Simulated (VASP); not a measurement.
# CoSi (P2_13) in VASP: a series of runs

CoSi is run at these levels: PBE+D3(BJ); tasks: single point, relaxation of cell and atoms.

Everything below comes from runs of VASP 6.6.1. Logs are shortened: lines on timing, memory, paths and dates and some standing lists are left out, and cuts for length are marked.

## 1. The cell of the first run

It takes space group P2_13 (No. 198, cubic). The conventional cell has a = 4.381 Å, b = 4.381 Å, c = 4.381 Å, α = 90.00°, β = 90.00°, γ = 90.00°. Within 3.0 Å of Co (site symmetry 3) lie 7 Si at 2.30 to 2.40 Å and 6 Co at 2.70 Å. Within 3.0 Å of Si (site symmetry 3) lie 7 Co at 2.30 to 2.40 Å and 6 Si at 2.71 Å.

## 2. Single point, PBE+D3(BJ)

File INCAR:

```
ALGO = Normal ; EDIFF = 1E-6
ENCUT = 520 ; GGA = PE
ISIF = 2 ; ISMEAR = 0
IVDW = 12 ; LASPH = True
LCHARG = False ; LREAL = False
LWAVE = False ; NBANDS = 36
NELM = 80 ; PREC = Accurate
SIGMA = 0.02
```

File KPOINTS:

```
k-points
0
Gamma
  10 10 10
```

File POSCAR:

```
CoSi
1.0
    4.3811566858      0.0000000000      0.0000000000
    0.0000000000      4.3811566858      0.0000000000
    0.0000000000      0.0000000000      4.3811566858
Co Si
4 4
Direct
    0.1461144701      0.1461144701      0.1461144701
    0.3538855299      0.8538855299      0.6461144701
    0.6461144701      0.3538855299      0.8538855299
    0.8538855299      0.6461144701      0.3538855299
    0.8436376308      0.8436376308      0.8436376308
    0.6563623692      0.1563623692      0.3436376308
    0.3436376308      0.6563623692      0.1563623692
    0.1563623692      0.3436376308      0.6563623692
```

Potentials or basis: VASP PAW PBE potentials, release 64 (Co, Si).

Launch:

```bash
cat potpaw_PBE.64/Co/POTCAR potpaw_PBE.64/Si/POTCAR > POTCAR
mpirun -np 1 vasp_std > vasp.out
```

OUTCAR:

```text
EDIFF = 1E-6
   ENCUT = 520
   GGA = PE
   ISIF = 2
   ISMEAR = 0
   IVDW = 12
   LASPH = True
   LREAL = False
   NELM = 80
   PREC = Accurate
 IVDW          = 12

 ion  position               nearest neighbor table
   1  0.146  0.146  0.146-   5 2.30   6 2.31   7 2.31   8 2.31   6 2.40   7 2.40   8 2.40   3 2.70
                             4 2.70   2 2.70   2 2.70   4 2.70   3 2.70
   2  0.354  0.854  0.646-   6 2.30   5 2.31   8 2.31   7 2.31   8 2.40   5 2.40   7 2.40   1 2.70
                             1 2.70   3 2.70   3 2.70   4 2.70   4 2.70
   3  0.646  0.354  0.854-   7 2.30   5 2.31   8 2.31   6 2.31   8 2.40   5 2.40   6 2.40   1 2.70
                             4 2.70   2 2.70   2 2.70   4 2.70   1 2.70
   4  0.854  0.646  0.354-   8 2.30   7 2.31   6 2.31   5 2.31   6 2.40   7 2.40   5 2.40   1 2.70
                             3 2.70   2 2.70   1 2.70   2 2.70   3 2.70
   5  0.844  0.844  0.844-   1 2.30   2 2.31   3 2.31   4 2.31   2 2.40   3 2.40   4 2.40   6 2.71
                             7 2.71   8 2.71   6 2.71   8 2.71   7 2.71
   6  0.656  0.156  0.344-   2 2.30   1 2.31   4 2.31   3 2.31   4 2.40   1 2.40   3 2.40   8 2.71
                             5 2.71   5 2.71   7 2.71   7 2.71   8 2.71
   7  0.344  0.656  0.156-   3 2.30   1 2.31   4 2.31   2 2.31   4 2.40   1 2.40   2 2.40   8 2.71
                             5 2.71   8 2.71   6 2.71   6 2.71   5 2.71
   8  0.156  0.344  0.656-   4 2.30   3 2.31   2 2.31   1 2.31   2 2.40   3 2.40   1 2.40   7 2.71
                             5 2.71   7 2.71   5 2.71   6 2.71   6 2.71

  LATTYP: Found a simple cubic cell.
 ALAT       =     4.3811566858

  Lattice vectors:

 A1 = (   4.3811566858,   0.0000000000,   0.0000000000)
 A2 = (   0.0000000000,   4.3811566858,   0.0000000000)
 A3 = (   0.0000000000,   0.0000000000,   4.3811566858)

Analysis of symmetry for initial positions (statically):
=====================================================================
 Subroutine PRICEL returns:
 Original cell was already a primitive cell.

 Routine SETGRP: Setting up the symmetry group for a
 simple cubic supercell.

 Subroutine GETGRP returns: Found 12 space group operations
 (whereof  3 operations were pure point group operations)
 out of a pool of 48 trial point group operations.

The static configuration has the point symmetry C_3 .
 The point group associated with its full space group is T   .

Analysis of symmetry for dynamics (positions and initial velocities):
=====================================================================
 Subroutine PRICEL returns:
 Original cell was already a primitive cell.

 Routine SETGRP: Setting up the symmetry group for a
 simple cubic supercell.

 Subroutine GETGRP returns: Found 12 space group operations
 (whereof  3 operations were pure point group operations)
 out of a pool of 48 trial point group operations.

The dynamic configuration has the point symmetry C_3 .
 The point group associated with its full space group is T   .

 Subroutine INISYM returns: Found 12 space group operations
 (whereof  3 operations are pure point group operations),
 and found     1 'primitive' translations

----------------------------------------------------------------------------------------

                                     Primitive cell

  volume of cell :      84.0943

  direct lattice vectors                    reciprocal lattice vectors
     4.381156686  0.000000000  0.000000000     0.228250225  0.000000000  0.000000000
     0.000000000  4.381156686  0.000000000     0.000000000  0.228250225  0.000000000
     0.000000000  0.000000000  4.381156686     0.000000000  0.000000000  0.228250225

  length of vectors
     4.381156686  4.381156686  4.381156686     0.228250225  0.228250225  0.228250225

  position of ions in fractional coordinates (direct lattice)
     0.146114470  0.146114470  0.146114470
     0.353885530  0.853885530  0.646114470
     0.646114470  0.353885530  0.853885530
     0.853885530  0.646114470  0.353885530
     0.843637631  0.843637631  0.843637631
     0.656362369  0.156362369  0.343637631
     0.343637631  0.656362369  0.156362369
     0.156362369  0.343637631  0.656362369

  ion indices of the primitive-cell ions
   primitive index   ion index
                 1           1
                 2           2
                 3           3
                 4           4
                 5           5
                 6           6
                 7           7
                 8           8

----------------------------------------------------------------------------------------

 KPOINTS: k-points

Automatic generation of k-mesh.
 Grid dimensions read from file:
 generate k-points for:   10   10   10

 Generating k-lattice:

  Cartesian coordinates                     Fractional coordinates (reciprocal lattice)
     0.022825023  0.000000000  0.000000000     0.100000000  0.000000000  0.000000000
     0.000000000  0.022825023  0.000000000     0.000000000  0.100000000  0.000000000
     0.000000000  0.000000000  0.022825023     0.000000000  0.000000000  0.100000000

  Length of vectors
     0.022825023  0.022825023  0.022825023

  Shift w.r.t. Gamma in fractional coordinates (k-lattice)
     0.000000000  0.000000000  0.000000000

 Subroutine IBZKPT returns following result:
 ===========================================

 Found     76 irreducible k-points:

 Following reciprocal coordinates:
            Coordinates               Weight
  0.000000  0.000000  0.000000      1.000000
  0.100000  0.000000  0.000000      6.000000
  0.200000  0.000000  0.000000      6.000000
  0.300000  0.000000  0.000000      6.000000
  0.400000  0.000000  0.000000      6.000000
  0.500000  0.000000  0.000000      3.000000
[... 16 lines left out ...]
  0.300000  0.300000  0.000000     12.000000
  0.400000  0.300000  0.000000     12.000000
 [... further k-points ...]
   k-points           NKPTS =     76   k-points in BZ     NKDIM =     76   number of bands    NBANDS=     36
   number of dos      NEDOS =    301   number of ions     NIONS =      8
   total plane-waves  NPLWV =  46656
   dimension x,y,z NGX =    36 NGY =   36 NGZ =   36
   dimension x,y,z NGXF=    72 NGYF=   72 NGZF=   72
   ions per type =               4   4
   NGX,Y,Z   is equivalent  to a cutoff of  13.66, 13.66, 13.66 a.u.
   NGXF,Y,Z  is equivalent  to a cutoff of  27.32, 27.32, 27.32 a.u.
 SYSTEM =  unknown system
   PREC   = accura    normal or accurate (medium, high low for compatibility)
   ISTART =      0    job   : 0-new  1-cont  2-samecut
   ICHARG =      2    charge: 1-file 2-atom 10-const
   ISPIN  =      1    spin polarized calculation?
   LNONCOLLINEAR =      F non collinear calculations
   LSORBIT =      F    spin-orbit coupling
   LASPH  =      T    aspherical Exc in radial PAW
   ENCUT  =  520.0 eV  38.22 Ry    6.18 a.u.   8.15  8.15  8.15*2*pi/ulx,y,z
   NELM   =     80;   NELMIN=  2; NELMDL= -5     # of ELM steps
   EDIFF  = 0.1E-05   stopping-criterion for ELM
   LREAL  =      F    real-space projection
   EDIFFG = 0.1E-04   stopping-criterion for IOM
   NSW    =      0    number of steps for IOM
   IBRION =     -1    ionic relax: 0-MD 1-quasi-New 2-CG
   NFREE  =      0    steps in history (QN), initial steepest desc. (CG)
   ISIF   =      2    stress and relaxation
   ISYM   =      2    0-nonsym 1-usesym 2-fastsym
   POTIM  = 0.5000    time-step for ionic-motion
   TEBEG  =    0.0;   TEEND  =   0.0 temperature during run
   PSTRESS=    0.0 pullay stress
   NELECT =      52.0000    total number of electrons
   NUPDOWN=      -1.0000    fix difference up-down
   EMIN   =  10.00;   EMAX   =-10.00  energy-range for DOS
   EFERMI =   0.00;   METHOD = LEGACY
   ISMEAR =     0;   SIGMA  =   0.02  broadening in eV -4-tet -1-fermi 0-gaus
   EFERMI_NEDOS =   21; number of points for ismear=-14 and -15
   IALGO  =     38    algorithm
   IMIX   =      4    mixing-type and parameters
     AMIX     =   0.40;   BMIX     =  1.00
     AMIX_MAG =   1.60;   BMIX_MAG =  1.00
  volume/ion in A,a.u.               =      10.51        70.94
  Fermi-wavevector in a.u.,A,eV,Ry     =   1.394720  2.635639 26.466666  1.945245
  Thomas-Fermi vector in A             =   2.518242
   LORBIT       =      0    0 simple, 1 ext, 2 COOP (PROOUT), +10 PAW based schemes
   GGA     = PE    functional components
   LHFCALC =     F    Hartree Fock is set to
   AEXX    =    0.0000 exact exchange contribution
   IVDW    =    12    specifies the selected vdW correction
   LEPSILON=     F    determine dielectric tensor
   LRPA    =     F    only Hartree local field effects (RPA)
 non-spin polarized calculation
 Gauss-broadening in eV      SIGMA  =   0.02
  energy-cutoff  :      520.00
  volume of cell :       84.09
 maximum number of plane-waves:      2301
 NGX is ok and might be reduce to    36
   NGX = 17   NGY = 17   NGZ = 17

 number of electron      51.9999986 magnetization

 Free energy of the ion-electron system (eV)
  ---------------------------------------------------
  ext. energy  EPLUGINS =         0.00000000
  ---------------------------------------------------
  free energy    TOTEN  =       -54.68056851 eV

  energy without entropy =      -54.68027982  energy(sigma->0) =      -54.68042417

 E-fermi :  12.6152     XC(G=0): -13.0394

 val. band max:       12.6149119834   @ k =   0.1000   0.1000   0.0000
 cond. band min:      12.6231903291   @ k =   0.1000   0.1000   0.1000
 fundamental gap:      0.0082783457
 Fermi energy:        12.6152487079

 k-point     1 :       0.0000    0.0000    0.0000
  band No.  band energies     occupation
      1      -1.3244      2.00000
      2       4.2902      2.00000
      3       4.2902      2.00000
      4       4.2902      2.00000
      5       6.9947      2.00000
      6       6.9947      2.00000
[... 28 lines left out ...]
     35      16.3313      0.00000
     36      17.5960      0.00000
[... 866 lines left out ...]
      6       7.0017      2.00000
[... 28 lines left out ...]
     35      17.3091      0.00000
     36      18.7077      0.00000

 [... further k-points ...]

------------------------ aborting loop because EDIFF is reached ----------------------------------------

 Edisp (eV)   -4.07574

 E8    (eV) :    -1.7281

  FORCE on cell =-STRESS in cart. coord.  units (eV):
  Direction    XX          YY          ZZ          XY          YZ          ZX
  --------------------------------------------------------------------------------------
  -------------------------------------------------------------------------------------
  Total      -0.06005    -0.06005    -0.06005     0.00000     0.00000     0.00000
  in kB      -1.14415    -1.14415    -1.14415     0.00000     0.00000     0.00000
  external pressure =       -1.14 kB  Pullay stress =        0.00 kB

 VOLUME and BASIS-vectors are now :
 -----------------------------------------------------------------------------
  energy-cutoff  :      520.00
  volume of cell :       84.09
      direct lattice vectors                 reciprocal lattice vectors
     4.381156686  0.000000000  0.000000000     0.228250225  0.000000000  0.000000000
     0.000000000  4.381156686  0.000000000     0.000000000  0.228250225  0.000000000
     0.000000000  0.000000000  4.381156686     0.000000000  0.000000000  0.228250225

 POSITION                                       TOTAL-FORCE (eV/Angst)
 -----------------------------------------------------------------------------------
      0.64015      0.64015      0.64015         0.001092      0.001092      0.001092
      1.55043      3.74101      2.83073        -0.001092     -0.001092      0.001092
      2.83073      1.55043      3.74101         0.001092     -0.001092     -0.001092
      3.74101      2.83073      1.55043        -0.001092      0.001092     -0.001092
      3.69611      3.69611      3.69611         0.000911      0.000911      0.000911
      2.87563      0.68505      1.50553        -0.000911     -0.000911      0.000911
      1.50553      2.87563      0.68505         0.000911     -0.000911     -0.000911
      0.68505      1.50553      2.87563        -0.000911      0.000911     -0.000911
 -----------------------------------------------------------------------------------
    total drift:                                0.000000      0.000000      0.000000

  FREE ENERGIE OF THE ION-ELECTRON SYSTEM (eV)
  ---------------------------------------------------
  free  energy   TOTEN  =       -58.7563128509 eV

  energy  without entropy=      -58.7560241566  energy(sigma->0) =      -58.75616850
```

It took 1.7 min on 1 thread of Intel Xeon 6975P-C (Granite Rapids), shared host; peak memory 0.33 GiB.

Results:

```yaml
Free_energy: -58.7563 eV
Pressure: -0.1 GPa
Band_gap_on_the_k_mesh: zero (band 26 reaches 12.63 eV, above the bottom of band 27 at 12.40 eV)
Dispersion_energy_per_atom: -0.509 eV
```

Levels at points of the mesh, in eV from the Fermi level:
| k point | band 23 | band 24 | band 25 | band 26 | band 27 | band 28 | band 29 | band 30 |
| --- | --- | --- | --- | --- | --- | --- | --- | --- |
| (0.00, 0.00, 0.00) | -0.80 | -0.80 | 0.01 | 0.01 | 0.01 | 2.67 | 2.67 | 2.67 |
| (0.50, 0.00, 0.00) | -0.65 | -0.65 | -0.49 | -0.49 | 1.06 | 1.06 | 1.62 | 1.62 |
| (0.50, 0.50, 0.00) | -1.02 | -1.02 | -0.02 | -0.02 | 0.64 | 0.64 | 2.15 | 2.15 |
| (0.50, 0.50, 0.50) | -1.26 | -1.26 | -0.21 | -0.21 | -0.21 | -0.21 | 5.66 | 5.66 |

Caveat: pairwise dispersion overbinds metals, which lowers pressure and volume. Spin polarisation is off, so any magnetic state and its effect on volume and gap are missing.

(Part 1 of 2 ends here.)
